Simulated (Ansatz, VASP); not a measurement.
**Two plane-wave programs on AlP**

POSCAR

```
AlP
1.0
    0.0000000000      2.7350000000      2.7350000000
    2.7350000000      0.0000000000      2.7350000000
    2.7350000000      2.7350000000      0.0000000000
Al P
1 1
Direct
    0.0000000000      0.0000000000      0.0000000000
    0.2500000000      0.2500000000      0.2500000000
```

File INCAR.step1:

```
PREC = Accurate ; ENCUT = 550
ISMEAR = 0 ; SIGMA = 0.1
LREAL = False ; LASPH = True
NELM = 120 ; NBANDS = 11
GGA = PE ; ALGO = Normal
EDIFF = 1E-5 ; LWAVE = True
LCHARG = False ; GGA_COMPAT = False
```

File INCAR.step2:

```
PREC = Accurate ; ENCUT = 550
EDIFF = 1E-6 ; ISMEAR = 0
SIGMA = 0.1 ; LREAL = False
LASPH = True ; NELM = 120
ALGO = Normal ; ISIF = 2
LWAVE = False ; LCHARG = True
METAGGA = R2SCAN ; LMIXTAU = True
LUSE_VDW = True ; IVDW_NL = 2
BPARAM = 11.95 ; CPARAM = 0.0093
LELF = True ; LVHAR = True
NBANDS = 11 ; ISTART = 1
GGA_COMPAT = False
```

Contents of KPOINTS:

```
regular mesh
0
Gamma
  6 6 6
```

Input for Ansatz:

```yaml
crystal:
  lattice:
    - [0.0, 2.735, 2.735]
    - [2.735, 0.0, 2.735]
    - [2.735, 2.735, 0.0]
  atoms:
    - { symbol: Al, position: [0.0, 0.0, 0.0] }
    - { symbol: P, position: [0.25, 0.25, 0.25] }
basis:
  ecutwfc: 500
kpoints:
  mp_grid: { grid: [6, 6, 6] }
hamiltonian:
  xc: r2scan
  dispersion: rvv10
  pseudopotentials: { kind: paw, azcp: { folder: soft_1 } }
scf:
  occupations: { method: gaussian, width: 0.1 }
output:
  forces: true
  stress: true
  eigenvalues: true
```

Alike in both runs: task single point; functional r2SCAN; dispersion rVV10; k mesh 6 × 6 × 6; occupations gaussian, width 0.1 eV; no spin polarisation.

|  | VASP | Ansatz |
| --- | --- | --- |
| version | VASP 6.6.1 | Ansatz 0.2.0 |
| potentials or method | VASP PAW PBE potentials, release 64 (Al, P), cutoff 550 eV | scalar-relativistic, plane waves, PAW |
| valence electrons in the cell | 8 | 8 |

Ansatz gave:

```
gap on the k mesh at the Fermi level (eV) : 1.87
least direct gap on the mesh (eV)         : 3.91
pressure (GPa)                            : 0.0
```

Question: Which values does VASP return?

Answer: gap on the k mesh at the Fermi level (eV): 1.87; least direct gap on the mesh (eV): 3.92; pressure (GPa): -0.3.

VASP's potentials were made for PBE, not for r2SCAN.
